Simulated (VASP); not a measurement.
# TaF3 (Pm-3m) in VASP: notebook

TaF3 is run at these levels: PBEsol; tasks: single point.

Program: VASP 6.6.1. These are calculated values, not measurements. Logs are shortened: lines on timing, memory, paths and dates and some standing lists are left out, and cuts for length are marked.

**1. The cell of the first run**

The structure is cubic, space group Pm-3m (No. 221). Conventional cell: a = 3.901 Å, b = 3.901 Å, c = 3.901 Å, α = 90.00°, β = 90.00°, γ = 90.00°. Ta (site symmetry m-3m) has 6 F at 1.95 Å within 2.6 Å. F (site symmetry 4/mmm) has 2 Ta at 1.95 Å within 2.6 Å.

**2. Single point, PBEsol**

Contents of INCAR:

```
ALGO = Normal
EDIFF = 1E-6
ENCUT = 520
GGA = PS
ISIF = 2
ISMEAR = 0
LASPH = True
LCHARG = False
LREAL = False
LWAVE = False
NBANDS = 24
NELM = 60
PREC = Accurate
SIGMA = 0.15
```

Contents of KPOINTS:

```
k-points
0
Gamma
  14 14 14
```

Contents of POSCAR:

```
TaF3
1.0
    3.9012000000      0.0000000000      0.0000000000
    0.0000000000      3.9012000000      0.0000000000
    0.0000000000      0.0000000000      3.9012000000
Ta F
1 3
Direct
    0.0000000000      0.0000000000      0.0000000000
    0.5000000000      0.0000000000      0.0000000000
    0.0000000000      0.5000000000      0.0000000000
    0.0000000000      0.0000000000      0.5000000000
```

Potentials or basis: VASP PAW PBE potentials, release 64 (Ta_pv, F).

Command:

```bash
cat potpaw_PBE.64/Ta_pv/POTCAR potpaw_PBE.64/F/POTCAR > POTCAR
mpirun -np 1 vasp_std > vasp.out
```

OUTCAR:

```text
EDIFF = 1E-6
   ENCUT = 520
   GGA = PS
   ISIF = 2
   ISMEAR = 0
   LASPH = True
   LREAL = False
   NELM = 60
   PREC = Accurate

 ion  position               nearest neighbor table
   1  0.000  0.000  0.000-   2 1.95   3 1.95   4 1.95   4 1.95   3 1.95   2 1.95
   2  0.500  0.000  0.000-   1 1.95   1 1.95
   3  0.000  0.500  0.000-   1 1.95   1 1.95
   4  0.000  0.000  0.500-   1 1.95   1 1.95

  LATTYP: Found a simple cubic cell.
 ALAT       =     3.9012000000

  Lattice vectors:

 A1 = (   3.9012000000,   0.0000000000,   0.0000000000)
 A2 = (   0.0000000000,   3.9012000000,   0.0000000000)
 A3 = (   0.0000000000,   0.0000000000,   3.9012000000)

Analysis of symmetry for initial positions (statically):
=====================================================================
 Subroutine PRICEL returns:
 Original cell was already a primitive cell.

 Routine SETGRP: Setting up the symmetry group for a
 simple cubic supercell.

 Subroutine GETGRP returns: Found 48 space group operations
 (whereof 48 operations were pure point group operations)
 out of a pool of 48 trial point group operations.

The static configuration has the point symmetry O_h .

Analysis of symmetry for dynamics (positions and initial velocities):
=====================================================================
 Subroutine PRICEL returns:
 Original cell was already a primitive cell.

 Routine SETGRP: Setting up the symmetry group for a
 simple cubic supercell.

 Subroutine GETGRP returns: Found 48 space group operations
 (whereof 48 operations were pure point group operations)
 out of a pool of 48 trial point group operations.

The dynamic configuration has the point symmetry O_h .

 Subroutine INISYM returns: Found 48 space group operations
 (whereof 48 operations are pure point group operations),
 and found     1 'primitive' translations

----------------------------------------------------------------------------------------

                                     Primitive cell

  volume of cell :      59.3738

  direct lattice vectors                    reciprocal lattice vectors
     3.901200000  0.000000000  0.000000000     0.256331385  0.000000000  0.000000000
     0.000000000  3.901200000  0.000000000     0.000000000  0.256331385  0.000000000
     0.000000000  0.000000000  3.901200000     0.000000000  0.000000000  0.256331385

  length of vectors
     3.901200000  3.901200000  3.901200000     0.256331385  0.256331385  0.256331385

  position of ions in fractional coordinates (direct lattice)
     0.000000000  0.000000000  0.000000000
     0.500000000  0.000000000  0.000000000
     0.000000000  0.500000000  0.000000000
     0.000000000  0.000000000  0.500000000

  ion indices of the primitive-cell ions
   primitive index   ion index
                 1           1
                 2           2
                 3           3
                 4           4

----------------------------------------------------------------------------------------

 KPOINTS: k-points

Automatic generation of k-mesh.
 Grid dimensions read from file:
 generate k-points for:   14   14   14

 Generating k-lattice:

  Cartesian coordinates                     Fractional coordinates (reciprocal lattice)
     0.018309385  0.000000000  0.000000000     0.071428571  0.000000000  0.000000000
     0.000000000  0.018309385  0.000000000     0.000000000  0.071428571  0.000000000
     0.000000000  0.000000000  0.018309385     0.000000000  0.000000000  0.071428571

  Length of vectors
     0.018309385  0.018309385  0.018309385

  Shift w.r.t. Gamma in fractional coordinates (k-lattice)
     0.000000000  0.000000000  0.000000000

 Subroutine IBZKPT returns following result:
 ===========================================

 Found    120 irreducible k-points:

 Following reciprocal coordinates:
            Coordinates               Weight
  0.000000  0.000000  0.000000      1.000000
  0.071429  0.000000  0.000000      6.000000
  0.142857  0.000000  0.000000      6.000000
  0.214286  0.000000  0.000000      6.000000
  0.285714  0.000000  0.000000      6.000000
  0.357143  0.000000  0.000000      6.000000
[... 16 lines left out ...]
  0.285714  0.214286  0.000000     24.000000
  0.357143  0.214286  0.000000     24.000000
 [... further k-points ...]
   k-points           NKPTS =    120   k-points in BZ     NKDIM =    120   number of bands    NBANDS=     24
   number of dos      NEDOS =    301   number of ions     NIONS =      4
   total plane-waves  NPLWV =  27000
   dimension x,y,z NGX =    30 NGY =   30 NGZ =   30
   dimension x,y,z NGXF=    60 NGYF=   60 NGZF=   60
   ions per type =               1   3
   NGX,Y,Z   is equivalent  to a cutoff of  12.78, 12.78, 12.78 a.u.
   NGXF,Y,Z  is equivalent  to a cutoff of  25.57, 25.57, 25.57 a.u.
 SYSTEM =  unknown system
   PREC   = accura    normal or accurate (medium, high low for compatibility)
   ISTART =      0    job   : 0-new  1-cont  2-samecut
   ICHARG =      2    charge: 1-file 2-atom 10-const
   ISPIN  =      1    spin polarized calculation?
   LNONCOLLINEAR =      F non collinear calculations
   LSORBIT =      F    spin-orbit coupling
   LASPH  =      T    aspherical Exc in radial PAW
   ENCUT  =  520.0 eV  38.22 Ry    6.18 a.u.   7.25  7.25  7.25*2*pi/ulx,y,z
   NELM   =     60;   NELMIN=  2; NELMDL= -5     # of ELM steps
   EDIFF  = 0.1E-05   stopping-criterion for ELM
   LREAL  =      F    real-space projection
   EDIFFG = 0.1E-04   stopping-criterion for IOM
   NSW    =      0    number of steps for IOM
   IBRION =     -1    ionic relax: 0-MD 1-quasi-New 2-CG
   NFREE  =      0    steps in history (QN), initial steepest desc. (CG)
   ISIF   =      2    stress and relaxation
   ISYM   =      2    0-nonsym 1-usesym 2-fastsym
   POTIM  = 0.5000    time-step for ionic-motion
   TEBEG  =    0.0;   TEEND  =   0.0 temperature during run
   PSTRESS=    0.0 pullay stress
   NELECT =      32.0000    total number of electrons
   NUPDOWN=      -1.0000    fix difference up-down
   EMIN   =  10.00;   EMAX   =-10.00  energy-range for DOS
   EFERMI =   0.00;   METHOD = LEGACY
   ISMEAR =     0;   SIGMA  =   0.15  broadening in eV -4-tet -1-fermi 0-gaus
   EFERMI_NEDOS =   21; number of points for ismear=-14 and -15
   IALGO  =     38    algorithm
   IMIX   =      4    mixing-type and parameters
     AMIX     =   0.40;   BMIX     =  1.00
     AMIX_MAG =   1.60;   BMIX_MAG =  1.00
  volume/ion in A,a.u.               =      14.84       100.17
  Fermi-wavevector in a.u.,A,eV,Ry     =   1.332273  2.517631 24.149685  1.774952
  Thomas-Fermi vector in A             =   2.461221
   LORBIT       =      0    0 simple, 1 ext, 2 COOP (PROOUT), +10 PAW based schemes
   GGA     = PS    functional components
   LHFCALC =     F    Hartree Fock is set to
   AEXX    =    0.0000 exact exchange contribution
   IVDW    =     0    specifies the selected vdW correction
   LEPSILON=     F    determine dielectric tensor
   LRPA    =     F    only Hartree local field effects (RPA)
 non-spin polarized calculation
 Gauss-broadening in eV      SIGMA  =   0.15
  energy-cutoff  :      520.00
  volume of cell :       59.37
 maximum number of plane-waves:      1628
 NGX is ok and might be reduce to    30
   NGX = 15   NGY = 15   NGZ = 15

 number of electron      32.0000001 magnetization

 Free energy of the ion-electron system (eV)
  ---------------------------------------------------
  ext. energy  EPLUGINS =         0.00000000
  ---------------------------------------------------
  free energy    TOTEN  =       -27.40680598 eV

  energy without entropy =      -27.37985841  energy(sigma->0) =      -27.39333220

 E-fermi :   4.8064     XC(G=0):  -9.2079

 val. band max:        4.8046018026   @ k =   0.2857   0.2857   0.1429
 cond. band min:       4.8087969963   @ k =   0.4286   0.2143   0.2143
 fundamental gap:      0.0041951937
 Fermi energy:         4.8063919891

 k-point     1 :       0.0000    0.0000    0.0000
  band No.  band energies     occupation
      1     -32.1901      2.00000
      2     -32.1901      2.00000
      3     -32.1901      2.00000
      4     -24.1283      2.00000
      5     -23.7898      2.00000
      6     -23.7898      2.00000
[... 16 lines left out ...]
     23      13.4188      0.00000
     24      13.7018      0.00000

 k-point     2 :       0.0714    0.0000    0.0000
  band No.  band energies     occupation
      1     -32.2103      2.00000
      2     -32.1898      2.00000
      3     -32.1898      2.00000
      4     -24.1070      2.00000
      5     -23.7898      2.00000
      6     -23.7514      2.00000
[... 16 lines left out ...]
     23      13.4635      0.00000
     24      13.6404      0.00000

 k-point     3 :       0.1429    0.0000    0.0000
  band No.  band energies     occupation
      1     -32.2659      2.00000
      2     -32.1890      2.00000
      3     -32.1890      2.00000
      4     -24.0672      2.00000
      5     -23.7895      2.00000
      6     -23.6224      2.00000
[... 16 lines left out ...]
     23      13.5920      0.00000
     24      13.7689      0.00000

 k-point     4 :       0.2143    0.0000    0.0000
  band No.  band energies     occupation
      1     -32.3437      2.00000
      2     -32.1878      2.00000
      3     -32.1878      2.00000
      4     -24.0383      2.00000
      5     -23.7880      2.00000
      6     -23.4037      2.00000
[... 16 lines left out ...]
     23      13.7874      0.00000
     24      13.9999      0.00000

 k-point     5 :       0.2857    0.0000    0.0000
  band No.  band energies     occupation
      1     -32.4270      2.00000
      2     -32.1865      2.00000
      3     -32.1865      2.00000
      4     -24.0221      2.00000
      5     -23.7864      2.00000
      6     -23.1399      2.00000
[... 451 lines left out ...]
 k-point    22 :       0.2143    0.2143    0.0000
  band No.  band energies     occupation
      1     -32.3422      2.00000
      2     -32.3403      2.00000
      3     -32.1855      2.00000
      4     -23.9335      2.00000
      5     -23.4620      2.00000
      6     -23.3560      2.00000
[... 16 lines left out ...]
     23      11.6274      0.00000
     24      14.2037      0.00000

 k-point    23 :       0.2857    0.2143    0.0000
  band No.  band energies     occupation
      1     -32.4244      2.00000
      2     -32.3398      2.00000
      3     -32.1841      2.00000
      4     -23.9204      2.00000
      5     -23.4162      2.00000
      6     -23.1339      2.00000
[... 16 lines left out ...]
     23      11.8886      0.00000
     24      14.3775      0.00000

 k-point    24 :       0.3571    0.2143    0.0000
  band No.  band energies     occupation
      1     -32.4968      2.00000
      2     -32.3385      2.00000
      3     -32.1829      2.00000
      4     -23.9135      2.00000
      5     -23.4100      2.00000
      6     -22.8876      2.00000
[... 16 lines left out ...]
     23      12.2880      0.00000
     24      14.4147      0.00000

 [... further k-points ...]
[... 5 lines left out ...]
  --------------------------------------------------------------------------------------
  -------------------------------------------------------------------------------------
  Total        7.7313730      7.7313730      7.7313730      0.0000000      0.0000000     -0.0000000
  in kB      208.6279856    208.6279856    208.6279856      0.0000000      0.0000000     -0.0000000
  external PRESSURE =     208.6279856 kB  Pullay stress =       0.0000000 kB

 VOLUME and BASIS-vectors are now :
 -----------------------------------------------------------------------------
  energy-cutoff  :      520.00
  volume of cell :       59.37
      direct lattice vectors                 reciprocal lattice vectors
     3.901200000  0.000000000  0.000000000     0.256331385  0.000000000  0.000000000
     0.000000000  3.901200000  0.000000000     0.000000000  0.256331385  0.000000000
     0.000000000  0.000000000  3.901200000     0.000000000  0.000000000  0.256331385

 POSITION                                       TOTAL-FORCE (eV/Angst)
 -----------------------------------------------------------------------------------
      0.00000      0.00000      0.00000         0.000000      0.000000      0.000000
      1.95060      0.00000      0.00000         0.000000      0.000000      0.000000
      0.00000      1.95060      0.00000         0.000000      0.000000      0.000000
      0.00000      0.00000      1.95060         0.000000      0.000000      0.000000
 -----------------------------------------------------------------------------------
    total drift:                                0.000000      0.000000      0.000000

  FREE ENERGIE OF THE ION-ELECTRON SYSTEM (eV)
  ---------------------------------------------------
  free  energy   TOTEN  =       -27.4068059791 eV

  energy  without entropy=      -27.3798584134  energy(sigma->0) =      -27.39333220
```

It took 4.3 min on 1 thread of Intel Xeon 6975P-C, shared host; peak memory 0.28 GiB.

What came out:

```
Free energy            : -27.4068 eV
Pressure               : 20.9 GPa
Band gap on the k mesh : zero (band 16 reaches 6.61 eV, above the bottom of band 17 at 3.53 eV)
```

Levels at points of the mesh, in eV from the Fermi level:
```tsv
k point	band 14	band 15	band 16	band 17	band 18	band 19
(0.00, 0.00, 0.00)	-9.15	-9.15	-1.27	-1.27	-1.27	-0.48
(0.50, 0.00, 0.00)	-9.16	-9.16	-1.18	0.37	0.37	2.23
(0.50, 0.50, 0.00)	-9.58	-8.52	0.48	0.48	1.52	3.28
(0.50, 0.50, 0.50)	-8.51	-8.51	1.80	1.80	1.80	3.71
```

Caveat: the PAW data sets were made with another functional, which shifts forces and pressure a little; spin-orbit coupling is left out, which moves the levels of the heavy elements.

**3. Single point, PBEsol**

Contents of INCAR:

```
SYSTEM = TaF3
  ALGO = Normal
  EDIFF = 1E-6
  ENCUT = 520
  GGA = PS
  ISIF = 2
  ISMEAR = 0
  LASPH = .TRUE.
  LCHARG = .FALSE.
  LREAL = .FALSE.
  LWAVE = .FALSE.
  NBANDS = 24
  NELM = 60
  PREC = Accurate
  SIGMA = 0.15
```

Contents of KPOINTS:

```
k-points
0
G
  12 12 12
  0 0 0
```

POSCAR is that of step 2.

Potentials or basis: VASP PAW PBE potentials, release 64 (Ta_pv, F).

Command:

```bash
cat potpaw_PBE.64/Ta_pv/POTCAR potpaw_PBE.64/F/POTCAR > POTCAR
mpirun -np 1 vasp_std > vasp.out
```

Run time: 3 min. Hardware: 1 thread of Intel Xeon 6975P-C, shared host; peak memory 0.24 GiB.

Results (log left out):

- Free energy: -27.4058 eV
- Pressure: 20.9 GPa
- Band gap on the k mesh: zero (band 16 reaches 6.61 eV, above the bottom of band 17 at 3.54 eV)

Levels at points of the mesh, in eV from the Fermi level:
```tsv
k point	band 14	band 15	band 16	band 17	band 18	band 19
(0.00, 0.00, 0.00)	-9.16	-9.16	-1.27	-1.27	-1.27	-0.48
(0.50, 0.00, 0.00)	-9.16	-9.16	-1.19	0.37	0.37	2.22
(0.50, 0.50, 0.00)	-9.58	-8.52	0.47	0.47	1.52	3.28
(0.50, 0.50, 0.50)	-8.52	-8.52	1.80	1.80	1.80	3.71
```

Caveat: the PAW data sets were made with another functional, which shifts forces and pressure a little; spin-orbit coupling is left out, which moves the levels of the heavy elements.
